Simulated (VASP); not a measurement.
Set up this calculation in VASP 6.6.1, as the native input.

```yaml
Task: relaxation of cell and atoms
Functional: LDA
Potentials_or_basis: VASP PAW LDA potentials, release 64 (Mg, Zn)
Cutoff: 600 eV
k_mesh: 7 × 7 × 7
Occupations: gaussian, width 0.1 eV
Spin: no spin polarisation
Dipole_correction: no
Further_INCAR_settings: ALGO = Normal; EDIFF = 1e-06; IBRION = 2; EDIFFG = -0.02; NSW = 80; ISIF = 3
```

The structure of MgZn3 lies in POSCAR:

```
MgZn3
1.0
    3.9662860000      0.0000000000      0.0000000000
    0.0000000000      3.9662860000      0.0000000000
    0.0000000000      0.0000000000      3.9662860000
Mg Zn
1 3
Direct
    0.0000000000      0.0000000000      0.0000000000
    0.5000000000      0.5000000000      0.0000000000
    0.0000000000      0.5000000000      0.5000000000
    0.5000000000      0.0000000000      0.5000000000
```

One way to write it, as run:

INCAR

```
PREC     = Accurate       # precision mode
ENCUT    = 600            # plane-wave cutoff, eV
EDIFF    = 1E-6           # SCF threshold, eV
ISMEAR   = 0              # smearing method
SIGMA    = 0.1            # smearing width, eV
LREAL    = F              # projectors in reciprocal space
LASPH    = T              # aspherical terms in the spheres
NELM     = 60             # most SCF steps
ALGO     = Normal         # electronic algorithm
ISIF     = 3              # what is computed and relaxed
LWAVE    = F              # write WAVECAR
LCHARG   = F              # write CHGCAR
IBRION   = 2              # ionic algorithm
NSW      = 80             # ionic steps
EDIFFG   = -0.02          # ionic threshold
```

KPOINTS

```
Automatic mesh
0
Gamma
  7 7 7
```

Potentials or basis: VASP PAW LDA potentials, release 64 (Mg, Zn).

Command:

```sh
$ cat potpaw_LDA.64/Mg/POTCAR potpaw_LDA.64/Zn/POTCAR > POTCAR
$ mpirun -np 1 vasp_std > vasp.out
```

Results of the run:

The relaxed volume is 14.75 Å³/atom, the relaxed cell is a = 3.893 Å, b = 3.893 Å, c = 3.893 Å, α = 90.00°, β = 90.00°, γ = 90.00° and the space group after relaxing (to 0.05 Å) is Pm-3m (No. 221). The energy gained by relaxing is 10.5 meV/atom, the ionic steps are 3 and the pressure after relaxing is 0.0 GPa. The band gap on the k mesh is zero (band 19 reaches 4.83 eV, above the bottom of band 20 at 2.09 eV).

It took 26 s on 1 thread of Intel(R) Xeon(R) Platinum 8488C (Sapphire Rapids), with other jobs on the host, peak memory 0.17 GiB.
